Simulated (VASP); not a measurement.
# Mg9O8 (a cell with a defect) in VASP: notebook

The runs below take Mg9O8 (a cell with a defect) through single point, relaxation of the atoms, with PBE.

Program: VASP 6.6.1. These are calculated values, not measurements. Logs are shortened: lines on timing, memory, paths and dates and some standing lists are left out, and cuts for length are marked.

## 1. The cell of the first run

The cell holds a defect, 17 atoms: a = 6.211 Å, b = 6.211 Å, c = 6.211 Å, α = 60.00°, β = 60.00°, γ = 60.00°.

## 2. Single point, PBE

The input, INCAR:

```
SYSTEM = Mg9O8
PREC     = Accurate       ! precision mode
ENCUT    = 520            ! plane-wave cutoff, eV
EDIFF    = 1E-6           ! SCF threshold, eV
ISMEAR   = 0              ! smearing method
SIGMA    = 0.05           ! smearing width, eV
LREAL    = Auto         
LASPH    = .True.         ! aspherical terms in the spheres
NELM     = 80             ! most SCF steps
ALGO     = Normal         ! electronic algorithm
ISIF     = 2              ! what is computed and relaxed
LWAVE    = .False.        ! write WAVECAR
LCHARG   = .False.        ! write CHGCAR
GGA      = PE             ! functional
NBANDS   = 47             ! bands
```

The input, KPOINTS:

```
regular mesh
0
Gamma
  2 2 2
  0 0 0
```

The input, POSCAR:

```
Mg9O8
1.0
    0.0000000000      4.3915000000      4.3915000000
    4.3915000000      0.0000000000      4.3915000000
    4.3915000000      4.3915000000      0.0000000000
Mg O
9 8
Direct
    0.0002175794      0.0001995901     -0.0020381419
    0.0000076284     -0.0000278948      0.4993069566
    0.0004080610      0.5011333257     -0.0023550040
   -0.0665117841      0.5226242742      0.5209448935
    0.5011521120      0.0003815325     -0.0023389502
    0.5225876124     -0.0664077195      0.5209289537
    0.5183003530      0.5183183423     -0.0545508368
    0.5238279631      0.5238124787      0.5216004782
    0.3716623022      0.3717955141      0.3882830468
    0.2535189571      0.2534822953      0.2437202550
    0.2437336901      0.2436202892      0.7664343618
    0.2529353296      0.7516947512      0.2412727997
    0.2401124900      0.7526738017      0.7546517135
    0.7516043493      0.2529105089      0.2413757258
    0.7526727770      0.2400946146      0.7546711830
    0.7551586018      0.7551708983      0.2347441649
    0.7526496641      0.7526501195      0.7542047137
```

Potentials or basis: VASP PAW PBE potentials, release 64 (Mg, O).

Run with:

```console
$ cat potpaw_PBE.64/Mg/POTCAR potpaw_PBE.64/O/POTCAR > POTCAR
$ mpirun -np 1 vasp_std > vasp.out
```

OUTCAR:

```text
SYSTEM = Mg9O8
   PREC = Accurate
   ENCUT = 520
   EDIFF = 1E-6
   ISMEAR = 0
   LREAL = Auto
   LASPH = .True.
   NELM = 80
   ISIF = 2
   GGA = PE

 ion  position               nearest neighbor table
   1  0.000  0.000  0.998-  11 2.14  16 2.15  15 2.16  13 2.16  12 2.18  14 2.18   2 3.10   5 3.10
                             3 3.10   3 3.11   5 3.11   2 3.11   7 3.12   7 3.12   6 3.12   4 3.12
   2  0.000  1.000  0.499-  17 2.17  13 2.18  15 2.18  12 2.22  14 2.22  10 2.23   3 3.10   5 3.10
                             1 3.10   1 3.11   5 3.11   3 3.11   6 3.12   4 3.12   6 3.12   4 3.12
   3  0.000  0.501  0.998-  11 2.15  17 2.16  16 2.16  13 2.16  14 2.18  10 2.19   2 3.10   1 3.10
                             5 3.10   5 3.11   1 3.11   2 3.11   7 3.11   7 3.12   4 3.12   8 3.12
   4  0.933  0.523  0.521-  17 2.06  15 2.06  16 2.07   9 2.22  10 2.42  12 2.43  11 2.45   8 2.54
                             6 2.55   7 2.61   3 3.12   1 3.12   2 3.12   2 3.12   1 3.13   3 3.13
   5  0.501  0.000  0.998-  11 2.15  16 2.16  17 2.16  15 2.16  12 2.18  10 2.19   2 3.10   1 3.10
                             3 3.10   3 3.11   1 3.11   2 3.11   7 3.11   7 3.12   6 3.12   8 3.12
   6  0.523  0.934  0.521-  17 2.06  13 2.06  16 2.07   9 2.22  10 2.42  14 2.42  11 2.45   8 2.54
                             4 2.55   7 2.61   5 3.12   1 3.12   2 3.12   2 3.12   1 3.13   5 3.13
   7  0.518  0.518  0.945-  17 2.08  13 2.08  15 2.08   9 2.25  12 2.33  14 2.33  10 2.34   8 2.60
                             4 2.61   6 2.61   5 3.11   3 3.11   1 3.12   1 3.12   3 3.12   5 3.12
   8  0.524  0.524  0.522-  13 2.05  15 2.05  16 2.06   9 2.22  14 2.44  12 2.44  11 2.47   4 2.54
                             6 2.54   7 2.60   3 3.12   5 3.12   2 3.13   2 3.13   5 3.13   3 3.13
   9  0.372  0.372  0.388-  11 1.92  12 1.93  14 1.93  10 1.93   8 2.22   4 2.22   6 2.22   7 2.25
                             3 3.57   5 3.57   1 3.58   2 3.62   2 3.62   2 3.64
  10  0.254  0.253  0.244-   9 1.93   5 2.19   3 2.19   2 2.23   7 2.34   6 2.42   4 2.42
  11  0.244  0.244  0.766-   9 1.92   1 2.14   5 2.15   3 2.15   6 2.45   4 2.45   8 2.47
  12  0.253  0.752  0.241-   9 1.93   1 2.18   5 2.18   2 2.22   7 2.33   4 2.43   8 2.44
  13  0.240  0.753  0.755-   8 2.05   6 2.06   7 2.08   1 2.16   3 2.16   2 2.18
  14  0.752  0.253  0.241-   9 1.93   1 2.18   3 2.18   2 2.22   7 2.33   6 2.42   8 2.44
  15  0.753  0.240  0.755-   8 2.05   4 2.06   7 2.08   1 2.16   5 2.16   2 2.18
  16  0.755  0.755  0.235-   8 2.06   4 2.07   6 2.07   1 2.15   5 2.16   3 2.16
  17  0.753  0.753  0.754-   4 2.06   6 2.06   7 2.08   5 2.16   3 2.16   2 2.17

  LATTYP: Found a face centered cubic cell.
 ALAT       =     8.7830000000

  Lattice vectors:

 A1 = (   0.0000000000,   4.3915000000,   4.3915000000)
 A2 = (   4.3915000000,   0.0000000000,   4.3915000000)
 A3 = (   4.3915000000,   4.3915000000,   0.0000000000)

Analysis of symmetry for initial positions (statically):
=====================================================================
 Subroutine PRICEL returns:
 Original cell was already a primitive cell.

 Routine SETGRP: Setting up the symmetry group for a
 face centered cubic supercell.

 Subroutine GETGRP returns: Found  1 space group operations
 (whereof  1 operations were pure point group operations)
 out of a pool of 48 trial point group operations.

The static configuration has the point symmetry C_1 .

Analysis of symmetry for dynamics (positions and initial velocities):
=====================================================================
 Subroutine PRICEL returns:
 Original cell was already a primitive cell.

 Routine SETGRP: Setting up the symmetry group for a
 face centered cubic supercell.

 Subroutine GETGRP returns: Found  1 space group operations
 (whereof  1 operations were pure point group operations)
 out of a pool of 48 trial point group operations.

The dynamic configuration has the point symmetry C_1 .

 Subroutine INISYM returns: Found  1 space group operations
 (whereof  1 operations are pure point group operations),
 and found     1 'primitive' translations

----------------------------------------------------------------------------------------

                                     Primitive cell

  volume of cell :     169.3825

  direct lattice vectors                    reciprocal lattice vectors
     0.000000000  4.391500000  4.391500000    -0.113856313  0.113856313  0.113856313
     4.391500000  0.000000000  4.391500000     0.113856313 -0.113856313  0.113856313
     4.391500000  4.391500000  0.000000000     0.113856313  0.113856313 -0.113856313

  length of vectors
     6.210518859  6.210518859  6.210518859     0.197204919  0.197204919  0.197204919

  position of ions in fractional coordinates (direct lattice)
     0.000217579  0.000199590  0.997961858
     0.000007628  0.999972105  0.499306957
[... 49 lines left out ...]
     0.056928157  0.056928157 -0.056928157     0.000000000  0.000000000  0.500000000

  Length of vectors
     0.098602460  0.098602460  0.098602460

  Shift w.r.t. Gamma in fractional coordinates (k-lattice)
     0.000000000  0.000000000  0.000000000

 Subroutine IBZKPT returns following result:
 ===========================================

 Found      8 irreducible k-points:

 Following reciprocal coordinates:
            Coordinates               Weight
  0.000000  0.000000  0.000000      1.000000
  0.500000  0.000000  0.000000      1.000000
  0.000000  0.500000  0.000000      1.000000
  0.000000  0.000000  0.500000      1.000000
  0.500000  0.500000  0.500000      1.000000
  0.500000  0.500000  0.000000      1.000000
  0.000000  0.500000  0.500000      1.000000
  0.500000  0.000000  0.500000      1.000000
   k-points           NKPTS =      8   k-points in BZ     NKDIM =      8   number of bands    NBANDS=     47
   number of dos      NEDOS =    301   number of ions     NIONS =     17
   total plane-waves  NPLWV = 110592
   dimension x,y,z NGX =    48 NGY =   48 NGZ =   48
   dimension x,y,z NGXF=    96 NGYF=   96 NGZF=   96
   ions per type =               9   8
   NGX,Y,Z   is equivalent  to a cutoff of  12.85, 12.85, 12.85 a.u.
   NGXF,Y,Z  is equivalent  to a cutoff of  25.70, 25.70, 25.70 a.u.
 SYSTEM =  Mg9O8
   PREC   = accura    normal or accurate (medium, high low for compatibility)
   ISTART =      0    job   : 0-new  1-cont  2-samecut
   ICHARG =      2    charge: 1-file 2-atom 10-const
   ISPIN  =      1    spin polarized calculation?
   LNONCOLLINEAR =      F non collinear calculations
   LSORBIT =      F    spin-orbit coupling
   LASPH  =      T    aspherical Exc in radial PAW
   ENCUT  =  520.0 eV  38.22 Ry    6.18 a.u.  11.55 11.55 11.55*2*pi/ulx,y,z
   NELM   =     80;   NELMIN=  2; NELMDL= -5     # of ELM steps
   EDIFF  = 0.1E-05   stopping-criterion for ELM
   LREAL  =      T    real-space projection
   EDIFFG = 0.1E-04   stopping-criterion for IOM
   NSW    =      0    number of steps for IOM
   IBRION =     -1    ionic relax: 0-MD 1-quasi-New 2-CG
   NFREE  =      0    steps in history (QN), initial steepest desc. (CG)
   ISIF   =      2    stress and relaxation
   ISYM   =      2    0-nonsym 1-usesym 2-fastsym
   POTIM  = 0.5000    time-step for ionic-motion
   TEBEG  =    0.0;   TEEND  =   0.0 temperature during run
   PSTRESS=    0.0 pullay stress
   NELECT =      66.0000    total number of electrons
   NUPDOWN=      -1.0000    fix difference up-down
   EMIN   =  10.00;   EMAX   =-10.00  energy-range for DOS
   EFERMI =   0.00;   METHOD = LEGACY
   ISMEAR =     0;   SIGMA  =   0.05  broadening in eV -4-tet -1-fermi 0-gaus
   EFERMI_NEDOS =   21; number of points for ismear=-14 and -15
   IALGO  =     38    algorithm
   IMIX   =      4    mixing-type and parameters
     AMIX     =   0.40;   BMIX     =  1.00
     AMIX_MAG =   1.60;   BMIX_MAG =  1.00
  volume/ion in A,a.u.               =       9.96        67.24
  Fermi-wavevector in a.u.,A,eV,Ry     =   1.195730  2.259603 19.453217  1.429771
  Thomas-Fermi vector in A             =   2.331688
   LORBIT       =      0    0 simple, 1 ext, 2 COOP (PROOUT), +10 PAW based schemes
   GGA     = PE    functional components
   LHFCALC =     F    Hartree Fock is set to
   AEXX    =    0.0000 exact exchange contribution
   IVDW    =     0    specifies the selected vdW correction
   LEPSILON=     F    determine dielectric tensor
   LRPA    =     F    only Hartree local field effects (RPA)
 non-spin polarized calculation
 Gauss-broadening in eV      SIGMA  =   0.05
  energy-cutoff  :      520.00
  volume of cell :      169.38
 maximum number of plane-waves:      4573
 NGX is ok and might be reduce to    48
   NGX = 23   NGY = 23   NGZ = 23

 number of electron      66.0000012 magnetization

 Free energy of the ion-electron system (eV)
  ---------------------------------------------------
  ext. energy  EPLUGINS =         0.00000000
  ---------------------------------------------------
  free energy    TOTEN  =       -85.35494206 eV

  energy without entropy =      -85.35271075  energy(sigma->0) =      -85.35382641

 E-fermi :   8.4796     XC(G=0): -10.8515

 val. band max:        8.4115158661   @ k =   0.0000   0.5000   0.0000
 cond. band min:       8.5352823244   @ k =   0.0000   0.0000   0.5000
 fundamental gap:      0.1237664583
 Fermi energy:         8.4796340518

 k-point     1 :       0.0000    0.0000    0.0000
  band No.  band energies     occupation
      1     -14.0712      2.00000
      2     -13.0796      2.00000
      3     -13.0751      2.00000
      4     -13.0734      2.00000
      5     -13.0701      2.00000
      6     -12.8254      2.00000
[... 373 lines left out ...]
     44      13.1666      0.00000
     45      13.4002      0.00000
 [bands above 45 left out]

------------------------ aborting loop because EDIFF is reached ----------------------------------------

  FORCE on cell =-STRESS in cart. coord.  units (eV):
  Direction    XX          YY          ZZ          XY          YZ          ZX
  --------------------------------------------------------------------------------------
  -------------------------------------------------------------------------------------
  Total       17.5906983     17.6015134     17.7918903     -0.1344247      0.3057626      0.3001407
  in kB      166.3891506    166.4914503    168.2922111     -1.2715132      2.8921864      2.8390089
  external PRESSURE =     167.0576040 kB  Pullay stress =       0.0000000 kB

 VOLUME and BASIS-vectors are now :
 -----------------------------------------------------------------------------
  energy-cutoff  :      520.00
  volume of cell :      169.38
      direct lattice vectors                 reciprocal lattice vectors
     0.000000000  4.391500000  4.391500000    -0.113856313  0.113856313  0.113856313
     4.391500000  0.000000000  4.391500000     0.113856313 -0.113856313  0.113856313
     4.391500000  4.391500000  0.000000000     0.113856313  0.113856313 -0.113856313

 POSITION                                       TOTAL-FORCE (eV/Angst)
 -----------------------------------------------------------------------------------
      4.38343      4.38350      0.00183        -0.009815     -0.010520     -0.003316
      6.58408      2.19274      4.39141         0.008398      0.007697      0.002797
      6.58188      4.38295      2.20252         0.003466      0.003040      0.008862
      4.58283      6.38714      6.39452         0.005330     -0.010291     -0.014206
      4.38290      6.58204      2.20248         0.003027      0.003405      0.009576
      6.38753      4.58260      6.39481        -0.010633      0.005467     -0.013902
[... 9 lines left out ...]
      4.34721      4.34716      6.63261         0.007487      0.007122     -0.003516
      6.61735      6.61735      6.61052        -0.003956     -0.003947     -0.004973
 -----------------------------------------------------------------------------------
    total drift:                               -0.005534     -0.005648      0.002253

  FREE ENERGIE OF THE ION-ELECTRON SYSTEM (eV)
  ---------------------------------------------------
  free  energy   TOTEN  =       -85.3549420623 eV

  energy  without entropy=      -85.3527107496  energy(sigma->0) =      -85.35382641
```

It took 84 s on 1 thread of Intel Xeon 6975P-C (Granite Rapids), shared host; peak memory 0.33 GiB.

Results:

| Property | Result |
| --- | --- |
| Free energy | -85.3549 eV |
| Pressure | 16.7 GPa |
| Largest force | 0.021 eV/Å |
| Band gap on the k mesh | zero (bands 33 and 34 overlap by 0.50 eV) |

Forces in eV/Å, atoms in the order of the input:
```
Mg  -0.010 -0.011 -0.003
Mg   0.008  0.008  0.003
Mg   0.003  0.003  0.009
Mg   0.005 -0.010 -0.014
Mg   0.003  0.003  0.010
Mg  -0.011  0.005 -0.014
Mg  -0.014 -0.013  0.004
Mg   0.013  0.013  0.008
Mg  -0.004 -0.003 -0.014
O   -0.008 -0.008 -0.004
O    0.011  0.010 -0.011
O    0.011 -0.013  0.012
O   -0.005  0.006  0.006
O   -0.013  0.011  0.012
O    0.006 -0.005  0.006
O    0.007  0.007 -0.004
O   -0.004 -0.004 -0.005
```

Stress tensor (GPa, compression positive):
```
16.64 -0.13  0.28
-0.13 16.65  0.29
 0.28  0.29 16.83
```

Levels at points of the mesh, in eV from the Fermi level:
```csv
k point,band 29,band 30,band 31,band 32,band 33,band 34,band 35,band 36,band 37,band 38
"(0.00, 0.00, 0.00)",-6.20,-5.91,-5.88,-5.88,-2.52,0.26,1.00,1.00,1.06,1.72
"(0.50, 0.00, 0.00)",-6.16,-6.13,-6.10,-6.09,-0.31,-0.07,1.57,1.79,2.25,2.69
"(0.00, 0.50, 0.00)",-6.16,-6.13,-6.10,-6.09,-0.31,-0.07,1.57,1.79,2.25,2.69
"(0.00, 0.00, 0.50)",-6.17,-6.16,-6.06,-6.06,-0.32,0.06,1.57,1.94,2.00,2.89
"(0.50, 0.50, 0.50)",-6.16,-6.13,-6.11,-6.10,-0.30,-0.09,1.60,1.80,2.23,2.63
"(0.50, 0.50, 0.00)",-6.40,-6.38,-6.30,-6.20,0.41,0.57,1.66,1.98,2.20,2.67
"(0.00, 0.50, 0.50)",-6.41,-6.38,-6.30,-6.21,0.39,0.59,1.65,1.95,2.22,2.66
"(0.50, 0.00, 0.50)",-6.41,-6.38,-6.30,-6.21,0.39,0.59,1.65,1.95,2.22,2.67
```

Caveat: the k points lie up to 0.62 Å⁻¹ apart.

(Continued in part 2 of 2.)
